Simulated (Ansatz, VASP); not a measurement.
One calculation of TaSb, two programs

File INCAR:

```
SYSTEM = TaSb
PREC = Accurate
ENCUT = 600
EDIFF = 1E-6
ISMEAR = -1
SIGMA = 0.05
LREAL = .FALSE.
LASPH = .TRUE.
NELM = 100
ALGO = Normal
ISIF = 3
LWAVE = .FALSE.
LCHARG = .FALSE.
GGA = CA
IBRION = 2
NSW = 60
EDIFFG = -0.005
```

KPOINTS

```
regular mesh
0
G
  13 13 13
  0 0 0
```

Contents of POSCAR:

```
TaSb
1.0
    0.0000000000      2.8280429418      2.8280429418
    2.8280429418      0.0000000000      2.8280429418
    2.8280429418      2.8280429418      0.0000000000
Ta Sb
1 1
Direct
    0.0000000000      0.0000000000      0.0000000000
    0.5000000000      0.5000000000      0.5000000000
```

Input for Ansatz:

```yaml
crystal:
  lattice:
    - [0.0, 2.8280429418, 2.8280429418]
    - [2.8280429418, 0.0, 2.8280429418]
    - [2.8280429418, 2.8280429418, 0.0]
  atoms:
    - { symbol: Ta, position: [0.0, 0.0, 0.0] }
    - { symbol: Sb, position: [0.5, 0.5, 0.5] }
kpoints:
  mp_grid: { grid: [13, 13, 13] }
scf:
  occupations: { method: fermi_dirac, width: 0.05 }
hamiltonian:
  xc: lda
  pseudopotentials: { kind: paw }
output:
  forces: true
  stress: true
relax:
  f_tol: 0.005
  max_steps: 40
  cell: {}
```

Alike in both runs: task relaxation of cell and atoms; functional LDA; k mesh 13 × 13 × 13; occupations fermi-dirac, width 0.05 eV; no spin polarisation.

```csv
,VASP,Ansatz
version,VASP 6.6.1,Ansatz 0.2.0
potentials or method,"VASP PAW LDA potentials, release 64 (Ta_pv, Sb)","PAW with Ansatz's default frozen-core files, scalar-relativistic"
plane-wave cutoff (eV),600,420
valence electrons in the cell,16,28
```

Ansatz gave:

| Quantity | Value |
| --- | --- |
| relaxed volume (Å³/atom) | 21.27 |
| relaxed cell length with the largest relative difference (Å) | 3.918 |

Question: What did VASP give for the same quantities?

Answer: Relaxed volume (Å³/atom): 21.37; relaxed cell length with the largest relative difference (Å): 3.924.

LDA's correlation is that of Perdew and Zunger in VASP and of Perdew and Wang (1992) in Ansatz. VASP's potentials hold 16 valence electrons a cell and Ansatz's 28, so a difference there can come from the potentials and not from the codes.

Neither program's run includes spin-orbit coupling.
